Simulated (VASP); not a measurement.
A run of VASP 6.6.1 is set up as follows.

INCAR

```
SYSTEM = Sb
PREC = Accurate
ENCUT = 520
EDIFF = 1E-6
ISMEAR = 0
SIGMA = 0.1
LREAL = .FALSE.
LASPH = .TRUE.
NELM = 80
ALGO = Normal
ISIF = 2
LWAVE = .FALSE.
LCHARG = .FALSE.
LDIPOL = .TRUE.
IDIPOL = 3
DIPOL = 0.5 0.5 0.495
GGA = PS
NBANDS = 14
```

File KPOINTS:

```
Automatic mesh
0
G
  9 9 1
  0 0 0
```

The input POSCAR:

```
Sb
1.0
    3.0617437800      0.0000000000      0.0000000000
    0.0000000000      3.0617437800      0.0000000000
    0.0000000000      0.0000000000     23.1234875600
Sb
3
Direct
    0.0000000000      0.0000000000      0.3675916091
    0.0000000000      0.0000000000      0.4953838903
    0.0000000000      0.0000000000      0.6231518041
```

Potentials or basis: VASP PAW PBE potentials, release 64 (Sb).

Run with:

```sh
$ cat potpaw_PBE.64/Sb/POTCAR > POTCAR
$ mpirun -np 1 vasp_std > vasp.out
```

Problem. Estimate the largest force.

Solution. 0.013 eV/Å.

Problem. Predict the band gap on the k mesh.

Solution. Zero (an odd number of electrons rules out a gap without spin polarisation).

Forces on the atoms (eV/Å):
```
Sb   0.000  0.000 -0.011
Sb   0.000  0.000 -0.002
Sb   0.000  0.000  0.013
```

Caveat: the PAW data sets were made with another functional, which shifts forces and pressure a little; spin-orbit coupling is left out, which moves the levels of the heavy elements.
